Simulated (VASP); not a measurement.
Crystal: GaP.

```
Ga P
1.0
     0.00000    2.72541    2.72541
     2.72541    0.00000    2.72541
     2.72541    2.72541    0.00000
Ga P
1 1
Direct
  0.00000 0.00000 0.00000
  0.25000 0.25000 0.25000
```

Base run:

- Program: VASP 6.6.1
- Functional: PBE
- Potentials or basis: VASP PAW PBE potentials, release 64 (Ga_d, P)
- Cutoff: 520 eV
- k mesh: 6 × 6 × 6
- Occupations: gaussian, width 0.01 eV
- Spin: no spin polarisation

Its results: band gap on the k mesh 1.65 eV, indirect (least direct gap 1.82 eV); pressure 2.4 GPa.

**Question.** The run is repeated on the same cell with these changes: functional from PBE to r2SCAN; further incar settings from ALGO = Normal; EDIFF = 1e-06; NBANDS = 16 to ALGO = Normal; EDIFF = 1e-07; NBANDS = 16. What comes out?

**Answer.** Band gap on the k mesh 1.91 eV, indirect (least direct gap 2.34 eV); pressure 0.0 GPa.

Caveats: the PAW data sets were made with another functional, which shifts forces and pressure a little (some runs).

A k mesh can miss the band edges.
